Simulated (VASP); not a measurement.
# RuF2 in VASP: a series of runs

Runs on RuF2. Level: PBEsol. Tasks: single point.

Program: VASP 6.6.1. These are calculated values, not measurements. Logs are shortened: lines on timing, memory, paths and dates and some standing lists are left out, and cuts for length are marked.

### 1 The cell of the first run

Symmetry: P-3m1, No. 164, trigonal system. The conventional cell has a = 3.221 Å, b = 3.221 Å, c = 4.102 Å, α = 90.00°, β = 90.00°, γ = 120.00°. Within 2.8 Å of Ru (site symmetry -3m) lie 6 F at 2.09 Å. Within 2.9 Å of F (site symmetry 3m) lie 3 Ru at 2.09 Å and 6 F at 2.66 to 2.88 Å.

### 2 Single point, PBEsol (12.29 Å³/atom)

File INCAR:

```
SYSTEM = RuF2
PREC = Accurate ; ENCUT = 520
EDIFF = 1E-6 ; ISMEAR = 0
SIGMA = 0.05 ; LREAL = .False.
LASPH = .True. ; NELM = 80
ALGO = Normal ; ISIF = 2
LWAVE = .False. ; LCHARG = .False.
GGA = PS ; NBANDS = 21
```

File KPOINTS:

```
Automatic mesh
0
Gamma
  12 12 8
  0 0 0
```

File POSCAR:

```
RuF2
1.0
    2.7896168491     -1.6105827155      0.0009484680
    2.7896168491      1.6105827155      0.0009484680
   -0.0013527757      0.0000000000      4.1015592596
Ru F
1 2
Direct
    0.0000000000      0.0000000000      0.0000000000
    0.6666652994      0.6666652994      0.2317312129
    0.3333347006      0.3333347006      0.7682687871
```

Potentials or basis: VASP PAW PBE potentials, release 64 (Ru_pv, F).

Command:

```console
cat potpaw_PBE.64/Ru_pv/POTCAR potpaw_PBE.64/F/POTCAR > POTCAR
mpirun -np 1 vasp_std > vasp.out
```

OUTCAR:

```text
SYSTEM = RuF2
   PREC = Accurate
   ENCUT = 520
   EDIFF = 1E-6
   ISMEAR = 0
   LREAL = .False.
   LASPH = .True.
   NELM = 80
   ISIF = 2
   GGA = PS

 ion  position               nearest neighbor table
   1  0.000  0.000  0.000-   2 2.09   3 2.09   2 2.09   2 2.09   3 2.09   3 2.09
   2  0.667  0.667  0.232-   1 2.09   1 2.09   1 2.09
   3  0.333  0.333  0.768-   1 2.09   1 2.09   1 2.09

  LATTYP: Found a hexagonal cell.
 ALAT       =     3.2211654310
 C/A-ratio  =     1.2733153793

  Lattice vectors:

 A1 = (   0.0000000000,  -3.2211654310,   0.0000000000)
 A2 = (   2.7896168491,   1.6105827155,   0.0009484680)
 A3 = (  -0.0013527757,   0.0000000000,   4.1015592596)

Analysis of symmetry for initial positions (statically):
=====================================================================
 Subroutine PRICEL returns:
 Original cell was already a primitive cell.

 Routine SETGRP: Setting up the symmetry group for a
 hexagonal supercell.

 Subroutine GETGRP returns: Found 12 space group operations
 (whereof 12 operations were pure point group operations)
 out of a pool of 24 trial point group operations.

The static configuration has the point symmetry D_3d.

Analysis of symmetry for dynamics (positions and initial velocities):
=====================================================================
 Subroutine PRICEL returns:
 Original cell was already a primitive cell.

 Routine SETGRP: Setting up the symmetry group for a
 hexagonal supercell.

 Subroutine GETGRP returns: Found 12 space group operations
 (whereof 12 operations were pure point group operations)
 out of a pool of 24 trial point group operations.

The dynamic configuration has the point symmetry D_3d.

 Subroutine INISYM returns: Found 12 space group operations
 (whereof 12 operations are pure point group operations),
 and found     1 'primitive' translations

----------------------------------------------------------------------------------------

                                     Primitive cell

  volume of cell :      36.8559

  direct lattice vectors                    reciprocal lattice vectors
     2.789616849 -1.610582716  0.000948468     0.179236064 -0.310446645  0.000059116
     2.789616849  1.610582716  0.000948468     0.179236064  0.310446645  0.000059116
    -0.001352776  0.000000000  4.101559260    -0.000082895  0.000000000  0.243809689

  length of vectors
     3.221170556  3.221170556  4.101559483     0.358472718  0.358472718  0.243809703

  position of ions in fractional coordinates (direct lattice)
     0.000000000  0.000000000  0.000000000
     0.666665299  0.666665299  0.231731213
     0.333334701  0.333334701  0.768268787

  ion indices of the primitive-cell ions
   primitive index   ion index
                 1           1
                 2           2
                 3           3

----------------------------------------------------------------------------------------

 KPOINTS: Automatic mesh

Automatic generation of k-mesh.
 Grid dimensions read from file:
 generate k-points for:   12   12    8

 Generating k-lattice:

  Cartesian coordinates                     Fractional coordinates (reciprocal lattice)
     0.014936339 -0.025870554  0.000004926     0.083333333  0.000000000  0.000000000
     0.014936339  0.025870554  0.000004926     0.000000000  0.083333333  0.000000000
    -0.000010362  0.000000000  0.030476211     0.000000000  0.000000000  0.125000000

  Length of vectors
     0.029872726  0.029872726  0.030476213

  Shift w.r.t. Gamma in fractional coordinates (k-lattice)
     0.000000000  0.000000000  0.000000000

 Subroutine IBZKPT returns following result:
 ===========================================

 Found    131 irreducible k-points:

 Following reciprocal coordinates:
            Coordinates               Weight
  0.000000  0.000000  0.000000      1.000000
  0.083333  0.000000 -0.000000      6.000000
  0.166667  0.000000 -0.000000      6.000000
  0.250000  0.000000 -0.000000      6.000000
  0.333333  0.000000 -0.000000      6.000000
  0.416667 -0.000000 -0.000000      6.000000
[... 16 lines left out ...]
  0.166667  0.000000  0.125000      6.000000
  0.166667  0.166667  0.125000      6.000000
 [... further k-points ...]
   k-points           NKPTS =    131   k-points in BZ     NKDIM =    131   number of bands    NBANDS=     21
   number of dos      NEDOS =    301   number of ions     NIONS =      3
   total plane-waves  NPLWV =  18432
   dimension x,y,z NGX =    24 NGY =   24 NGZ =   32
   dimension x,y,z NGXF=    48 NGYF=   48 NGZF=   64
   ions per type =               1   2
   NGX,Y,Z   is equivalent  to a cutoff of  12.39, 12.39, 12.97 a.u.
   NGXF,Y,Z  is equivalent  to a cutoff of  24.77, 24.77, 25.94 a.u.
 SYSTEM =  RuF2
   PREC   = accura    normal or accurate (medium, high low for compatibility)
   ISTART =      0    job   : 0-new  1-cont  2-samecut
   ICHARG =      2    charge: 1-file 2-atom 10-const
   ISPIN  =      1    spin polarized calculation?
   LNONCOLLINEAR =      F non collinear calculations
   LSORBIT =      F    spin-orbit coupling
   LASPH  =      T    aspherical Exc in radial PAW
   ENCUT  =  520.0 eV  38.22 Ry    6.18 a.u.   5.99  5.99  7.63*2*pi/ulx,y,z
   NELM   =     80;   NELMIN=  2; NELMDL= -5     # of ELM steps
   EDIFF  = 0.1E-05   stopping-criterion for ELM
   LREAL  =      F    real-space projection
   EDIFFG = 0.1E-04   stopping-criterion for IOM
   NSW    =      0    number of steps for IOM
   IBRION =     -1    ionic relax: 0-MD 1-quasi-New 2-CG
   NFREE  =      0    steps in history (QN), initial steepest desc. (CG)
   ISIF   =      2    stress and relaxation
   ISYM   =      2    0-nonsym 1-usesym 2-fastsym
   POTIM  = 0.5000    time-step for ionic-motion
   TEBEG  =    0.0;   TEEND  =   0.0 temperature during run
   PSTRESS=    0.0 pullay stress
   NELECT =      28.0000    total number of electrons
   NUPDOWN=      -1.0000    fix difference up-down
   EMIN   =  10.00;   EMAX   =-10.00  energy-range for DOS
   EFERMI =   0.00;   METHOD = LEGACY
   ISMEAR =     0;   SIGMA  =   0.05  broadening in eV -4-tet -1-fermi 0-gaus
   EFERMI_NEDOS =   21; number of points for ismear=-14 and -15
   IALGO  =     38    algorithm
   IMIX   =      4    mixing-type and parameters
     AMIX     =   0.40;   BMIX     =  1.00
     AMIX_MAG =   1.60;   BMIX_MAG =  1.00
  volume/ion in A,a.u.               =      12.29        82.91
  Fermi-wavevector in a.u.,A,eV,Ry     =   1.493798  2.822870 30.360495  2.231433
  Thomas-Fermi vector in A             =   2.606153
   LORBIT       =      0    0 simple, 1 ext, 2 COOP (PROOUT), +10 PAW based schemes
   GGA     = PS    functional components
   LHFCALC =     F    Hartree Fock is set to
   AEXX    =    0.0000 exact exchange contribution
   IVDW    =     0    specifies the selected vdW correction
   LEPSILON=     F    determine dielectric tensor
   LRPA    =     F    only Hartree local field effects (RPA)
 non-spin polarized calculation
 Gauss-broadening in eV      SIGMA  =   0.05
  energy-cutoff  :      520.00
  volume of cell :       36.86
 maximum number of plane-waves:      1008
   NGX = 11   NGY = 11   NGZ = 15

 number of electron      28.0000024 magnetization

 Free energy of the ion-electron system (eV)
  ---------------------------------------------------
  ext. energy  EPLUGINS =         0.00000000
  ---------------------------------------------------
  free energy    TOTEN  =       -16.31948315 eV

  energy without entropy =      -16.31948315  energy(sigma->0) =      -16.31948315

 E-fermi :   5.7968     XC(G=0): -11.1533

 val. band max:        5.5811464740   @ k =   0.0000   0.0000   0.5000
 cond. band min:       6.0268849026   @ k =   0.4167   0.0000   0.3750
 fundamental gap:      0.4457384286
 Fermi energy:         5.7968270655

 k-point     1 :       0.0000    0.0000    0.0000
  band No.  band energies     occupation
      1     -37.2039      2.00000
      2     -37.2038      2.00000
      3     -36.8478      2.00000
      4     -20.5528      2.00000
      5     -19.5613      2.00000
      6      -3.2358      2.00000
[... 13 lines left out ...]
     20      18.9343      0.00000
     21      20.8617      0.00000

 k-point     2 :       0.0833    0.0000   -0.0000
  band No.  band energies     occupation
      1     -37.2171      2.00000
      2     -37.2064      2.00000
      3     -36.8452      2.00000
      4     -20.5138      2.00000
      5     -19.5854      2.00000
      6      -3.1839      2.00000
[... 13 lines left out ...]
     20      18.9580      0.00000
     21      20.1649      0.00000

 k-point     3 :       0.1667    0.0000   -0.0000
  band No.  band energies     occupation
      1     -37.2531      2.00000
      2     -37.2135      2.00000
      3     -36.8381      2.00000
      4     -20.4075      2.00000
      5     -19.6511      2.00000
      6      -3.0460      2.00000
[... 13 lines left out ...]
     20      18.7075      0.00000
     21      19.0669      0.00000

 k-point     4 :       0.2500    0.0000   -0.0000
  band No.  band energies     occupation
      1     -37.3018      2.00000
      2     -37.2232      2.00000
      3     -36.8283      2.00000
      4     -20.2636      2.00000
      5     -19.7373      2.00000
      6      -2.8979      2.00000
[... 13 lines left out ...]
     20      17.2589      0.00000
     21      19.1823      0.00000

 k-point     5 :       0.3333    0.0000   -0.0000
  band No.  band energies     occupation
      1     -37.3500      2.00000
      2     -37.2329      2.00000
      3     -36.8184      2.00000
      4     -20.1250      2.00000
      5     -19.8145      2.00000
      6      -2.9805      2.00000
[... 13 lines left out ...]
     20      17.1120      0.00000
     21      19.3769      0.00000
[... 382 lines left out ...]
     20      18.8842      0.00000
     21      20.3028      0.00000

 k-point    22 :       0.0833    0.0833    0.1250
  band No.  band energies     occupation
      1     -37.2170      2.00000
      2     -37.2064      2.00000
      3     -36.8459      2.00000
      4     -20.4912      2.00000
      5     -19.6096      2.00000
      6      -3.2136      2.00000
[... 13 lines left out ...]
     20      18.9038      0.00000
     21      20.2483      0.00000

 k-point    23 :       0.1667    0.0000    0.1250
  band No.  band energies     occupation
      1     -37.2530      2.00000
      2     -37.2135      2.00000
      3     -36.8387      2.00000
      4     -20.3907      2.00000
      5     -19.6675      2.00000
      6      -3.1505      2.00000
[... 13 lines left out ...]
     20      18.5912      0.00000
     21      19.2435      0.00000

 k-point    24 :       0.1667    0.1667    0.1250
  band No.  band energies     occupation
      1     -37.2530      2.00000
      2     -37.2136      2.00000
      3     -36.8387      2.00000
      4     -20.3844      2.00000
      5     -19.6752      2.00000
      6      -3.0948      2.00000
[... 13 lines left out ...]
     20      18.7711      0.00000
     21      19.1530      0.00000

 [... further k-points ...]

------------------------ aborting loop because EDIFF is reached ----------------------------------------

  FORCE on cell =-STRESS in cart. coord.  units (eV):
  Direction    XX          YY          ZZ          XY          YZ          ZX
  --------------------------------------------------------------------------------------
  -------------------------------------------------------------------------------------
  Total        0.2586611      0.2586600      0.1063775     -0.0000000      0.0000000      0.0000529
  in kB       11.2443692     11.2443223      4.6243836     -0.0000000      0.0000000      0.0022979
  external PRESSURE =       9.0376917 kB  Pullay stress =       0.0000000 kB

 VOLUME and BASIS-vectors are now :
 -----------------------------------------------------------------------------
  energy-cutoff  :      520.00
  volume of cell :       36.86
      direct lattice vectors                 reciprocal lattice vectors
     2.789616849 -1.610582716  0.000948468     0.179236064 -0.310446645  0.000059116
     2.789616849  1.610582716  0.000948468     0.179236064  0.310446645  0.000059116
    -0.001352776  0.000000000  4.101559260    -0.000082895  0.000000000  0.243809689

 POSITION                                       TOTAL-FORCE (eV/Angst)
 -----------------------------------------------------------------------------------
      0.00000      0.00000      0.00000        -0.000000     -0.000000      0.000000
      3.71917      0.00000      0.95172        -0.000011      0.000000      0.031901
      1.85871      0.00000      3.15173         0.000011     -0.000000     -0.031901
 -----------------------------------------------------------------------------------
    total drift:                               -0.000000     -0.000000     -0.000000

  FREE ENERGIE OF THE ION-ELECTRON SYSTEM (eV)
  ---------------------------------------------------
  free  energy   TOTEN  =       -16.3194831491 eV

  energy  without entropy=      -16.3194831491  energy(sigma->0) =      -16.31948315
```

Wall time 53 s (1 thread of AMD EPYC 7R13 (Zen 3), shared host); peak memory 0.19 GiB.

Results:

| Quantity | Value |
| --- | --- |
| Free energy | -16.3195 eV |
| Pressure | 0.9 GPa |
| Largest force | 0.032 eV/Å |
| Band gap on the k mesh | 0.45 eV (least direct gap 0.86 eV) |

Forces in eV/Å, atoms in the order of the input:
```
Ru   0.000  0.000  0.000
F    0.000  0.000  0.032
F    0.000  0.000 -0.032
```

Stress tensor (GPa, compression positive):
```
1.12 0.00 0.00
0.00 1.12 0.00
0.00 0.00 0.46
```

Caveat: semilocal functionals underestimate gaps, and a narrow one can read as zero; the PAW data sets were made with another functional, which shifts forces and pressure a little. A k mesh can miss the band edges.

(Continued in part 2 of 2.)
